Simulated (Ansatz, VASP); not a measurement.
**LiBr in VASP and in Ansatz**

```
Li Br
1.0
     0.00000    2.75065    2.75065
     2.75065    0.00000    2.75065
     2.75065    2.75065    0.00000
Li Br
1 1
Direct
  0.00000 0.00000 0.00000
  0.50000 0.50000 0.50000
```

Alike in both runs: functional PBE; k mesh 9 × 9 × 9; occupations fermi-dirac, width 0.02 eV; no spin polarisation.

Ansatz relaxed the structure, and its values are those at the end. VASP's run is a single point on that final structure, the one shown.

|  | VASP | Ansatz |
| --- | --- | --- |
| version | VASP 6.6.1 | Ansatz 0.2.0 |
| potentials or method | VASP PAW PBE potentials, release 64 (Li_sv, Br) | plane-wave PAW, scalar-relativistic |
| plane-wave cutoff (eV) | 750 | 420 |
| valence electrons in the cell | 10 | 10 |

|  | VASP | Ansatz | Ansatz less VASP |
| --- | --- | --- | --- |
| gap on the k mesh at the Fermi level (eV) | 4.94 | 4.94 | -0.004 |
| pressure (GPa) | 0.1 | 0.1 | +0.05 |

The functional is the same, so the differences come from potentials, cutoffs and numerics. Ansatz's warnings: stress scf threshold loose.
